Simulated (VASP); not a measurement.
Here is a VASP 6.6.1 calculation.

Contents of INCAR:

```
ALGO = Fast
EDIFF = 1E-6
EDIFFG = -0.04
ENCUT = 600
GGA = PE
IBRION = 2
ISIF = 3
ISMEAR = 0
LASPH = True
LCHARG = False
LREAL = False
LWAVE = False
NELM = 100
NSW = 90
PREC = Accurate
SIGMA = 0.1
```

The input KPOINTS:

```
k-points
0
Gamma
  4 4 4
```

The input POSCAR:

```
SrSc3Zn
1.0
    2.7504841800     -3.7390026500      0.0000000000
    2.7504841800      3.7390026500      0.0000000000
    0.0000000000      0.0000000000      5.6110302800
Sr Sc Zn
1 3 1
Direct
    0.0000000000      0.0000000000      0.0000000000
    0.0000000000      0.5000000000      0.5000000000
    0.5000000000      0.0000000000      0.5000000000
    0.0000000000      0.0000000000      0.5000000000
    0.5000000000      0.5000000000      0.0000000000
```

Potentials or basis: VASP PAW PBE potentials, release 64 (Sr_sv, Sc_sv, Zn).

The run is started by

```bash
$ cat potpaw_PBE.64/Sr_sv/POTCAR potpaw_PBE.64/Sc_sv/POTCAR potpaw_PBE.64/Zn/POTCAR > POTCAR
$ mpirun -np 1 vasp_std > vasp.out
```

Estimate the band gap on the k mesh.

zero (an odd number of electrons rules out a gap without spin polarisation).

What does it give for the relaxed volume?

32.05 Å³/atom.

Final structure:
```
Sr Sc Zn
1.0
     3.68016   -3.71941    0.00000
     3.68016    3.71941    0.00000
     0.00000    0.00000    5.85458
Sr Sc Zn
1 3 1
Cartesian
  3.6802 3.7194 0.0000
  1.8401 1.8597 2.9273
  1.8401 -1.8597 2.9273
  0.0000 0.0000 2.9273
  3.6802 0.0000 0.0000
```

Caveat: the volume moved by over 15 % at a fixed basis, so the end points are rough.
